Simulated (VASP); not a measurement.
# Al (P6_3/mmc) in VASP: notebook, part 2 of 2

VASP 6.6.1. Earlier steps stand in the parts before.

## Step 5: Single point, PBE+D3(BJ)

This run uses another cell than the first one, of 18.32 Å³/atom.

Contents of INCAR:

```
SYSTEM = Al
  ALGO = Normal
  EDIFF = 1E-6
  ENCUT = 500
  GGA = PE
  GGA_COMPAT = .False.
  ISIF = 2
  ISMEAR = 0
  IVDW = 12
  LASPH = .True.
  LCHARG = .False.
  LREAL = .False.
  LWAVE = .False.
  NBANDS = 14
  NELM = 120
  PREC = Accurate
  SIGMA = 0.15
```

Contents of KPOINTS:

```
k-points
0
Gamma
  18 18 4
  0 0 0
```

Contents of POSCAR:

```
Al
1.0
    2.8654000000      0.0000000000      0.0000000000
   -1.4327000000      2.4815091920      0.0000000000
    0.0000000000      0.0000000000     10.3065000000
Al
4
Direct
    0.0000000000      0.0000000000      0.0000000000
    0.3333333333      0.6666666667      0.2500000000
    0.0000000000      0.0000000000      0.5000000000
    0.6666666667      0.3333333333      0.7500000000
```

Potentials or basis: VASP PAW PBE potentials, release 64 (Al).

Launch:

```sh
$ cat potpaw_PBE.64/Al/POTCAR > POTCAR
$ mpirun -np 1 vasp_std > vasp.out
```

OUTCAR:

```text
SYSTEM = Al
   EDIFF = 1E-6
   ENCUT = 500
   GGA = PE
   ISIF = 2
   ISMEAR = 0
   IVDW = 12
   LASPH = .True.
   LREAL = .False.
   NELM = 120
   PREC = Accurate
 IVDW          = 12

 ion  position               nearest neighbor table
   1  0.000  0.000  0.000-   2 3.06   4 3.06   2 3.06   4 3.06   4 3.06   2 3.06
   2  0.333  0.667  0.250-   1 3.06   3 3.06   1 3.06   3 3.06   1 3.06   3 3.06
   3  0.000  0.000  0.500-   2 3.06   4 3.06   2 3.06   4 3.06   4 3.06   2 3.06
   4  0.667  0.333  0.750-   1 3.06   3 3.06   1 3.06   3 3.06   1 3.06   3 3.06

  LATTYP: Found a hexagonal cell.
 ALAT       =     2.8654000000
 C/A-ratio  =     3.5968800168

  Lattice vectors:

 A1 = (   2.8654000000,   0.0000000000,   0.0000000000)
 A2 = (  -1.4327000000,   2.4815091920,   0.0000000000)
 A3 = (   0.0000000000,   0.0000000000,  10.3065000000)

Analysis of symmetry for initial positions (statically):
=====================================================================
 Subroutine PRICEL returns:
 Original cell was already a primitive cell.

 Routine SETGRP: Setting up the symmetry group for a
 hexagonal supercell.

 Subroutine GETGRP returns: Found 24 space group operations
 (whereof 12 operations were pure point group operations)
 out of a pool of 24 trial point group operations.

The static configuration has the point symmetry D_3d.
 The point group associated with its full space group is D_6h.

Analysis of symmetry for dynamics (positions and initial velocities):
=====================================================================
 Subroutine PRICEL returns:
 Original cell was already a primitive cell.

 Routine SETGRP: Setting up the symmetry group for a
 hexagonal supercell.

 Subroutine GETGRP returns: Found 24 space group operations
 (whereof 12 operations were pure point group operations)
 out of a pool of 24 trial point group operations.

The dynamic configuration has the point symmetry D_3d.
 The point group associated with its full space group is D_6h.

 Subroutine INISYM returns: Found 24 space group operations
 (whereof 12 operations are pure point group operations),
 and found     1 'primitive' translations

----------------------------------------------------------------------------------------

                                     Primitive cell

  volume of cell :      73.2845

  direct lattice vectors                    reciprocal lattice vectors
     2.865400000  0.000000000  0.000000000     0.348991415  0.201490287  0.000000000
    -1.432700000  2.481509192  0.000000000     0.000000000  0.402980575  0.000000000
     0.000000000  0.000000000 10.306500000     0.000000000  0.000000000  0.097026149

  length of vectors
     2.865400000  2.865400000 10.306500000     0.402980575  0.402980575  0.097026149

  position of ions in fractional coordinates (direct lattice)
     0.000000000  0.000000000  0.000000000
     0.333333333  0.666666667  0.250000000
     0.000000000  0.000000000  0.500000000
     0.666666667  0.333333333  0.750000000

  ion indices of the primitive-cell ions
[... 58 lines left out ...]
 [... further k-points ...]
   k-points           NKPTS =    111   k-points in BZ     NKDIM =    111   number of bands    NBANDS=     14
   number of dos      NEDOS =    301   number of ions     NIONS =      4
   total plane-waves  NPLWV =  46080
   dimension x,y,z NGX =    24 NGY =   24 NGZ =   80
   dimension x,y,z NGXF=    48 NGYF=   48 NGZF=  160
   ions per type =               4
   NGX,Y,Z   is equivalent  to a cutoff of  13.92, 13.92, 12.90 a.u.
   NGXF,Y,Z  is equivalent  to a cutoff of  27.85, 27.85, 25.81 a.u.
 SYSTEM =  Al
   PREC   = accura    normal or accurate (medium, high low for compatibility)
   ISTART =      0    job   : 0-new  1-cont  2-samecut
   ICHARG =      2    charge: 1-file 2-atom 10-const
   ISPIN  =      1    spin polarized calculation?
   LNONCOLLINEAR =      F non collinear calculations
   LSORBIT =      F    spin-orbit coupling
   LASPH  =      T    aspherical Exc in radial PAW
   ENCUT  =  500.0 eV  36.75 Ry    6.06 a.u.   5.22  5.22 18.79*2*pi/ulx,y,z
   NELM   =    120;   NELMIN=  2; NELMDL= -5     # of ELM steps
   EDIFF  = 0.1E-05   stopping-criterion for ELM
   LREAL  =      F    real-space projection
   EDIFFG = 0.1E-04   stopping-criterion for IOM
   NSW    =      0    number of steps for IOM
   IBRION =     -1    ionic relax: 0-MD 1-quasi-New 2-CG
   NFREE  =      0    steps in history (QN), initial steepest desc. (CG)
   ISIF   =      2    stress and relaxation
   ISYM   =      2    0-nonsym 1-usesym 2-fastsym
   POTIM  = 0.5000    time-step for ionic-motion
   TEBEG  =    0.0;   TEEND  =   0.0 temperature during run
   PSTRESS=    0.0 pullay stress
   NELECT =      12.0000    total number of electrons
   NUPDOWN=      -1.0000    fix difference up-down
   EMIN   =  10.00;   EMAX   =-10.00  energy-range for DOS
   EFERMI =   0.00;   METHOD = LEGACY
   ISMEAR =     0;   SIGMA  =   0.15  broadening in eV -4-tet -1-fermi 0-gaus
   EFERMI_NEDOS =   21; number of points for ismear=-14 and -15
   IALGO  =     38    algorithm
   IMIX   =      4    mixing-type and parameters
     AMIX     =   0.40;   BMIX     =  1.00
     AMIX_MAG =   1.60;   BMIX_MAG =  1.00
  volume/ion in A,a.u.               =      18.32       123.64
  Fermi-wavevector in a.u.,A,eV,Ry     =   0.895635  1.692505 10.914081  0.802162
  Thomas-Fermi vector in A             =   2.017992
   LORBIT       =      0    0 simple, 1 ext, 2 COOP (PROOUT), +10 PAW based schemes
   GGA     = PE    functional components
   LHFCALC =     F    Hartree Fock is set to
   AEXX    =    0.0000 exact exchange contribution
   IVDW    =    12    specifies the selected vdW correction
   LEPSILON=     F    determine dielectric tensor
   LRPA    =     F    only Hartree local field effects (RPA)
 non-spin polarized calculation
 Gauss-broadening in eV      SIGMA  =   0.15
  energy-cutoff  :      500.00
  volume of cell :       73.28
 maximum number of plane-waves:      1875
 NGX is ok and might be reduce to    24
   NGX = 11   NGY = 11   NGZ = 37

 number of electron      12.0000000 magnetization

 Free energy of the ion-electron system (eV)
  ---------------------------------------------------
  ext. energy  EPLUGINS =         0.00000000
  ---------------------------------------------------
  free energy    TOTEN  =       -14.74611233 eV

  energy without entropy =      -14.72535674  energy(sigma->0) =      -14.73573453

 E-fermi :   6.9253     XC(G=0):  -9.8180

 val. band max:        6.9107086551   @ k =   0.3333  -0.0000   0.0000
 cond. band min:       6.9384176717   @ k =   0.0556   0.0556   0.2500
 fundamental gap:      0.0277090166
 Fermi energy:         6.9253026703

 k-point     1 :       0.0000    0.0000    0.0000
  band No.  band energies     occupation
      1      -3.4914      2.00000
      2      -2.1146      2.00000
      3      -2.1066      2.00000
      4       1.6052      2.00000
      5       2.3753      2.00000
      6       8.5933      0.00000
      7       8.5981      0.00000
      8      17.0211      0.00000
      9      17.2569      0.00000
     10      18.2366      0.00000
     11      18.2366      0.00000
     12      18.4025      0.00000
     13      18.4025      0.00000
     14      19.2877      0.00000
[... 377 lines left out ...]
      1       1.3989      2.00000
      2       2.7256      2.00000
      3       2.7260      2.00000
      4       3.9366      2.00000
      5       5.2809      2.00000
      6       5.2834      2.00000
      7       6.5244      1.99984
      8       7.0915      0.11723
      9       8.8459      0.00000
     10       9.5947      0.00000
     11      10.3922      0.00000
     12      11.4835      0.00000
     13      11.6670      0.00000
     14      13.2348      0.00000

 [... further k-points ...]

------------------------ aborting loop because EDIFF is reached ----------------------------------------

 Edisp (eV)   -1.20811

 E8    (eV) :    -0.5399

  FORCE on cell =-STRESS in cart. coord.  units (eV):
  Direction    XX          YY          ZZ          XY          YZ          ZX
  --------------------------------------------------------------------------------------
  -------------------------------------------------------------------------------------
  Total      -3.16971    -3.16971    -4.89838    -0.00000     0.00000    -0.00000
  in kB     -69.29759   -69.29759  -107.09050    -0.00000     0.00000    -0.00000
  external pressure =      -81.90 kB  Pullay stress =        0.00 kB

 VOLUME and BASIS-vectors are now :
 -----------------------------------------------------------------------------
  energy-cutoff  :      500.00
  volume of cell :       73.28
      direct lattice vectors                 reciprocal lattice vectors
     2.865400000  0.000000000  0.000000000     0.348991415  0.201490287  0.000000000
    -1.432700000  2.481509192  0.000000000     0.000000000  0.402980575  0.000000000
     0.000000000  0.000000000 10.306500000     0.000000000  0.000000000  0.097026149

 POSITION                                       TOTAL-FORCE (eV/Angst)
 -----------------------------------------------------------------------------------
      0.00000      0.00000      0.00000        -0.000000      0.000000      0.000000
     -0.00000      1.65434      2.57662         0.000000     -0.000000     -0.000000
      0.00000      0.00000      5.15325        -0.000000      0.000000      0.000000
      1.43270      0.82717      7.72987        -0.000000      0.000000      0.000000
 -----------------------------------------------------------------------------------
    total drift:                               -0.000000      0.000000      0.000000

  FREE ENERGIE OF THE ION-ELECTRON SYSTEM (eV)
  ---------------------------------------------------
  free  energy   TOTEN  =       -15.9542268229 eV

  energy  without entropy=      -15.9334712295  energy(sigma->0) =      -15.94384903
```

stdout:

```text
POSCAR found type information on POSCAR Al
 POSCAR found :  1 types and       4 ions
 scaLAPACK will be used
 LDA part: xc-table for (Slater+PW92), standard interpolation
 POSCAR, INCAR and KPOINTS ok, starting setup
 FFT: planning ... GRIDC
 FFT: planning ... GRID_SOFT
 FFT: planning ... GRID
 WAVECAR not read
 entering main loop
```

It took 26 s on 1 thread of Intel Xeon 6975P-C (Granite Rapids), shared host; peak memory 0.24 GiB.

Results:

| Quantity | Value |
| --- | --- |
| Free energy | -15.9542 eV |
| Pressure | -8.2 GPa |
| Band gap on the k mesh | zero (bands 6 and 7 overlap by 3.99 eV) |
| Dispersion energy per atom | -0.302 eV |

Stress tensor (GPa, compression positive):
```
 -6.93   0.00   0.00
  0.00  -6.93   0.00
  0.00   0.00 -10.71
```

Caveat: the cell stands under tension.

## Step 6: Overview

```csv
cell,gap on the mesh (eV),pressure (GPa)
"a = 2.815, b = 2.815, c = 10.573 Å, angles 90.0, 90.0, 120.0°, 4 atoms",none,-6.9
"a = 2.832, b = 2.832, c = 10.573 Å, angles 90.0, 90.0, 120.0°, 4 atoms",none,-7.6
"a = 2.899, b = 2.899, c = 10.040 Å, angles 90.0, 90.0, 120.0°, 4 atoms",none,-8.5
"a = 2.865, b = 2.865, c = 10.306 Å, angles 90.0, 90.0, 120.0°, 4 atoms",none,-8.2
```

Alike in all rows: task single point; level PBE+D3(BJ); potentials or basis VASP PAW PBE potentials, release 64 (Al); no spin polarisation; k mesh 18 × 18 × 4; cutoff (eV) 500; smearing gaussian 0.15 eV.

Caveats: the cell stands under tension.

Absolute energies hang on the potentials; compare differences alone.
